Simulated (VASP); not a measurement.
# Zr2P3 (P-3m1) in VASP: further runs, part 2 of 2

VASP 6.6.1. The steps go on from the part before.

### 3 Single point, PBE

This run uses another cell than the first one, of 19.34 Å³/atom, 1.196 times its volume.

INCAR reads:

```
SYSTEM = Zr2P3
PREC = Accurate ; ENCUT = 520
EDIFF = 1E-7 ; ISMEAR = 0
SIGMA = 0.1 ; LREAL = .False.
LASPH = .True. ; NELM = 80
ALGO = Normal ; ISIF = 2
LWAVE = .False. ; LCHARG = .False.
GGA = PE ; NBANDS = 28
```

KPOINTS reads:

```
Automatic mesh
0
Gamma
  12 12 8
  0 0 0
```

POSCAR reads:

```
Zr2P3
1.0
    4.6217000546      0.0000000000      0.0000000000
   -2.3108500273      4.0025096559      0.0000000000
    0.0000000000      0.0000000000      5.2276724895
Zr P
2 3
Direct
    0.3333333333      0.6666666667      0.2267209369
    0.6666666667      0.3333333333      0.7732790631
    0.0000000000      0.0000000000      0.0000000000
    0.3333333333      0.6666666667      0.7254704433
    0.6666666667      0.3333333333      0.2745295567
```

Potentials or basis: VASP PAW PBE potentials, release 64 (Zr_sv, P).

Launch:

```
$ cat potpaw_PBE.64/Zr_sv/POTCAR potpaw_PBE.64/P/POTCAR > POTCAR
$ mpirun -np 1 vasp_std > vasp.out
```

OUTCAR:

```text
SYSTEM = Zr2P3
   PREC = Accurate
   ENCUT = 520
   EDIFF = 1E-7
   ISMEAR = 0
   LREAL = .False.
   LASPH = .True.
   NELM = 80
   ISIF = 2
   GGA = PE

 ion  position               nearest neighbor table
   1  0.333  0.667  0.227-   4 2.61   4 2.62   5 2.68   5 2.68   5 2.68   3 2.92   3 2.92   3 2.92
                             2 3.57   2 3.57   2 3.57
   2  0.667  0.333  0.773-   5 2.61   5 2.62   4 2.68   4 2.68   4 2.68   3 2.92   3 2.92   3 2.92
                             1 3.57   1 3.57   1 3.57
   3  0.000  0.000  0.000-   1 2.92   2 2.92   1 2.92   2 2.92   2 2.92   1 2.92
   4  0.333  0.667  0.725-   1 2.61   1 2.62   2 2.68   2 2.68   2 2.68
   5  0.667  0.333  0.275-   2 2.61   2 2.62   1 2.68   1 2.68   1 2.68

  LATTYP: Found a hexagonal cell.
 ALAT       =     4.6217000546
 C/A-ratio  =     1.1311146175

  Lattice vectors:

 A1 = (   4.6217000546,   0.0000000000,   0.0000000000)
 A2 = (  -2.3108500273,   4.0025096559,   0.0000000000)
 A3 = (   0.0000000000,   0.0000000000,   5.2276724895)

Analysis of symmetry for initial positions (statically):
=====================================================================
 Subroutine PRICEL returns:
 Original cell was already a primitive cell.

 Routine SETGRP: Setting up the symmetry group for a
 hexagonal supercell.

 Subroutine GETGRP returns: Found 12 space group operations
 (whereof 12 operations were pure point group operations)
 out of a pool of 24 trial point group operations.

The static configuration has the point symmetry D_3d.

Analysis of symmetry for dynamics (positions and initial velocities):
=====================================================================
 Subroutine PRICEL returns:
 Original cell was already a primitive cell.

 Routine SETGRP: Setting up the symmetry group for a
 hexagonal supercell.

 Subroutine GETGRP returns: Found 12 space group operations
[... 129 lines left out ...]
     AMIX_MAG =   1.60;   BMIX_MAG =  1.00
  volume/ion in A,a.u.               =      19.34       130.52
  Fermi-wavevector in a.u.,A,eV,Ry     =   1.209527  2.285674 19.904715  1.462955
  Thomas-Fermi vector in A             =   2.345102
   LORBIT       =      0    0 simple, 1 ext, 2 COOP (PROOUT), +10 PAW based schemes
   GGA     = PE    functional components
   LHFCALC =     F    Hartree Fock is set to
   AEXX    =    0.0000 exact exchange contribution
   IVDW    =     0    specifies the selected vdW correction
   LEPSILON=     F    determine dielectric tensor
   LRPA    =     F    only Hartree local field effects (RPA)
 non-spin polarized calculation
 Gauss-broadening in eV      SIGMA  =   0.10
  energy-cutoff  :      520.00
  volume of cell :       96.70
 maximum number of plane-waves:      2628
 NGX is ok and might be reduce to    36
   NGX = 17   NGY = 17   NGZ = 19

 number of electron      39.0000001 magnetization

 Free energy of the ion-electron system (eV)
  ---------------------------------------------------
  ext. energy  EPLUGINS =         0.00000000
  ---------------------------------------------------
  free energy    TOTEN  =       -36.76223713 eV

  energy without entropy =      -36.73997999  energy(sigma->0) =      -36.75110856

 E-fermi :   8.1182     XC(G=0): -10.7011

 val. band max:        8.1170695596   @ k =   0.1667   0.0000   0.2500
 cond. band min:       8.1223393603   @ k =   0.1667   0.1667   0.1250
 fundamental gap:      0.0052698006
 Fermi energy:         8.1181858722

 k-point     1 :       0.0000    0.0000    0.0000
  band No.  band energies     occupation
      1     -40.9364      2.00000
      2     -40.9096      2.00000
      3     -19.1457      2.00000
      4     -19.0117      2.00000
      5     -19.0117      2.00000
      6     -18.9563      2.00000
[... 733 lines left out ...]
     27      11.2766      0.00000
     28      12.2182      0.00000

 [... further k-points ...]

------------------------ aborting loop because EDIFF is reached ----------------------------------------

  FORCE on cell =-STRESS in cart. coord.  units (eV):
  Direction    XX          YY          ZZ          XY          YZ          ZX
  --------------------------------------------------------------------------------------
  -------------------------------------------------------------------------------------
  Total       -0.0231967     -0.0231967      0.0134651      0.0000000     -0.0000000      0.0000000
  in kB       -0.3843204     -0.3843204      0.2230881      0.0000000     -0.0000000      0.0000000
  external PRESSURE =      -0.1818509 kB  Pullay stress =       0.0000000 kB

 VOLUME and BASIS-vectors are now :
 -----------------------------------------------------------------------------
  energy-cutoff  :      520.00
  volume of cell :       96.70
      direct lattice vectors                 reciprocal lattice vectors
     4.621700055  0.000000000  0.000000000     0.216370597  0.124921622  0.000000000
    -2.310850027  4.002509656  0.000000000     0.000000000  0.249843245  0.000000000
     0.000000000  0.000000000  5.227672489     0.000000000  0.000000000  0.191289719

 POSITION                                       TOTAL-FORCE (eV/Angst)
 -----------------------------------------------------------------------------------
     -0.00000      2.66834      1.18522         0.000000     -0.000000      0.002431
      2.31085      1.33417      4.04245        -0.000000      0.000000     -0.002431
      0.00000      0.00000      0.00000         0.000000      0.000000     -0.000000
     -0.00000      2.66834      3.79252        -0.000000     -0.000000      0.000553
      2.31085      1.33417      1.43515         0.000000      0.000000     -0.000553
 -----------------------------------------------------------------------------------
    total drift:                                0.000000     -0.000000     -0.000000

  FREE ENERGIE OF THE ION-ELECTRON SYSTEM (eV)
  ---------------------------------------------------
  free  energy   TOTEN  =       -36.7622371271 eV

  energy  without entropy=      -36.7399799941  energy(sigma->0) =      -36.75110856
```

OSZICAR:

```text
N       E                     dE             d eps       ncg     rms          rms(c)
DAV:   1     0.285672666188E+03    0.28567E+03   -0.19088E+04  7336   0.128E+03
DAV:   2    -0.155514188918E+02   -0.30122E+03   -0.29443E+03  8588   0.340E+02
DAV:   3    -0.381851890436E+02   -0.22634E+02   -0.22282E+02 12708   0.726E+01
DAV:   4    -0.395785261120E+02   -0.13933E+01   -0.13883E+01 10428   0.162E+01
DAV:   5    -0.396491865183E+02   -0.70660E-01   -0.70651E-01 11112   0.272E+00    0.204E+01
DAV:   6    -0.367704537807E+02    0.28787E+01   -0.12682E+01  8788   0.146E+01    0.814E+00
DAV:   7    -0.367683425764E+02    0.21112E-02   -0.86355E-01 11432   0.374E+00    0.444E+00
DAV:   8    -0.367609399169E+02    0.74027E-02   -0.59667E-02  8968   0.137E+00    0.840E-01
DAV:   9    -0.367618493871E+02   -0.90947E-03   -0.74884E-03 10312   0.503E-01    0.280E-01
DAV:  10    -0.367621155036E+02   -0.26612E-03   -0.77376E-04 10324   0.187E-01    0.114E-01
DAV:  11    -0.367622184696E+02   -0.10297E-03   -0.14137E-04  9492   0.745E-02    0.283E-02
DAV:  12    -0.367622362856E+02   -0.17816E-04   -0.21981E-05  8824   0.251E-02    0.111E-02
DAV:  13    -0.367622364588E+02   -0.17320E-06   -0.31904E-06  9176   0.110E-02    0.192E-03
DAV:  14    -0.367622369376E+02   -0.47876E-06   -0.56929E-07  7872   0.322E-03    0.160E-03
DAV:  15    -0.367622371219E+02   -0.18433E-06   -0.14567E-07  7176   0.200E-03    0.455E-04
DAV:  16    -0.367622371271E+02   -0.51787E-08   -0.84145E-09  4868   0.533E-04
   1 F= -.36762237E+02 E0= -.36751109E+02  d E =-.222571E-01
```

stdout:

```text
POSCAR found type information on POSCAR ZrP
 POSCAR found :  2 types and       5 ions
 scaLAPACK will be used
 LDA part: xc-table for (Slater+PW92), standard interpolation
 POSCAR, INCAR and KPOINTS ok, starting setup
 FFT: planning ... GRIDC
 FFT: planning ... GRID_SOFT
 FFT: planning ... GRID
 WAVECAR not read
 entering main loop
```

Wall time 4.6 min (1 thread of Intel Xeon Platinum 8488C (Sapphire Rapids), shared host); peak memory 0.42 GiB.

What came out:

* Free energy: -36.7622 eV
* Pressure: 0.0 GPa

Forces on the atoms (eV/Å):
```
Zr   0.000  0.000  0.002
Zr   0.000  0.000 -0.002
P    0.000  0.000  0.000
P    0.000  0.000  0.001
P    0.000  0.000 -0.001
```
